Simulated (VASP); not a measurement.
In3Se, 4 atoms in the cell. The structure is tetragonal, space group P4/mmm (No. 123). The conventional cell has a = 4.588 Å, b = 4.588 Å, c = 4.794 Å, α = 90.00°, β = 90.00°, γ = 90.00°. In (site symmetry 4/mmm) has 4 Se at 3.24 Å and 8 In at 3.32 Å within 4.3 Å. Within 4.3 Å of In (site symmetry mmm) lie 8 In at 3.24 to 3.32 Å and 4 Se at 3.32 Å. Within 4.3 Å of Se (site symmetry 4/mmm) lie 12 In at 3.24 to 3.32 Å.  This cell differs from its parent crystal: strain +0.0450 x Voigt [1, 0, 0, 0, 0, 0].

```yaml
Program: VASP 6.6.1
Task: single point
Functional: PBEsol
Dispersion: D3(BJ)
Potentials_or_basis: VASP PAW PBE potentials, release 64 (In_d, Se)
Cutoff: 520 eV
k_mesh: 10 × 10 × 10
Occupations: gaussian, width 0.15 eV
Spin: no spin polarisation
Dipole_correction: no
Further_INCAR_settings: ALGO = Normal; EDIFF = 1e-06; NBANDS = 30
```

Potentials or basis: VASP PAW PBE potentials, release 64 (In_d, Se).

Command:

```bash
$ cat potpaw_PBE.64/In_d/POTCAR potpaw_PBE.64/Se/POTCAR > POTCAR
$ mpirun -np 1 vasp_std > vasp.out
```

Hardware: 1 thread of Intel Xeon 8259CL, with other jobs on the host.

Question: How long does it take, and how much memory?

Answer: Run time: 5.7 min on 1 thread of Intel Xeon 8259CL, with other jobs on the host, peak memory 0.44 GiB. Counts: scf iterations 13, k points 126.
